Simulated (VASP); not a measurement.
Write the native input for VASP 6.6.1 that does the following.

| Item | Value |
| --- | --- |
| Task | single point |
| Functional | r2SCAN |
| Potentials or basis | VASP PAW PBE potentials, release 64 (Sr_sv) |
| Cutoff | 520 eV |
| k mesh | 14 × 14 × 14 |
| Occupations | gaussian, width 0.15 eV |
| Spin | no spin polarisation |
| Dipole correction | no |
| Further INCAR settings | ALGO = Normal; EDIFF = 1e-07; NBANDS = 11 |

Sr:

```xyz
1
Lattice="-2.3886 2.3886 2.3886 2.3886 -2.3886 2.3886 2.3886 2.3886 -2.3886" Properties=species:S:1:pos:R:3 pbc="T T T"
Sr    0.0000    0.0000    0.0000
```

This cell differs from its parent crystal: strain -0.015 along x and y, -0.015 along z.

These files were run (other wordings do the same):

POSCAR

```
Sr
1.0
   -2.3886250000      2.3886250000      2.3886250000
    2.3886250000     -2.3886250000      2.3886250000
    2.3886250000      2.3886250000     -2.3886250000
Sr
1
Direct
    0.0000000000      0.0000000000      0.0000000000
```

INCAR.step1

```
PREC     = Accurate       # precision mode
ENCUT    = 520            # plane-wave cutoff, eV
ISMEAR   = 0              # smearing method
SIGMA    = 0.15           # smearing width, eV
LREAL    = False          # projectors in reciprocal space
LASPH    = True           # aspherical terms in the spheres
NELM     = 100            # most SCF steps
NBANDS   = 11             # bands
GGA      = PE             # functional
ALGO     = Normal         # electronic algorithm
EDIFF    = 1E-4           # SCF threshold, eV
LWAVE    = True           # write WAVECAR
LCHARG   = False          # write CHGCAR
```

INCAR.step2

```
PREC     = Accurate       # precision mode
ENCUT    = 520            # plane-wave cutoff, eV
EDIFF    = 1E-7           # SCF threshold, eV
ISMEAR   = 0              # smearing method
SIGMA    = 0.15           # smearing width, eV
LREAL    = False          # projectors in reciprocal space
LASPH    = True           # aspherical terms in the spheres
NELM     = 100            # most SCF steps
ALGO     = Normal         # electronic algorithm
ISIF     = 2              # what is computed and relaxed
LWAVE    = False          # write WAVECAR
LCHARG   = False          # write CHGCAR
METAGGA  = R2SCAN         # meta-GGA
LMIXTAU  = True         
NBANDS   = 11             # bands
ISTART   = 1
```

KPOINTS

```
Automatic mesh
0
Gamma
  14 14 14
```

Potentials or basis: VASP PAW PBE potentials, release 64 (Sr_sv).

Launch:

```console
$ cat potpaw_PBE.64/Sr_sv/POTCAR > POTCAR
$ cp INCAR.step1 INCAR
$ mpirun -np 1 vasp_std > vasp.out
$ cp INCAR.step2 INCAR
$ mpirun -np 1 vasp_std > vasp.out
```

It gave:

```json
{
  "Pressure": "0.3 GPa",
  "Band gap on the k mesh": "zero (bands 5 and 6 overlap by 0.42 eV)"
}
```

Caveat: the cell differs from its parent crystal (strain -0.015 along x and y, -0.015 along z); the PAW data sets were made with another functional, which shifts forces and pressure a little.

It took 3.4 min on 1 thread of Oxide Virtual Turin-like Processor, on a shared host, peak memory 0.19 GiB.
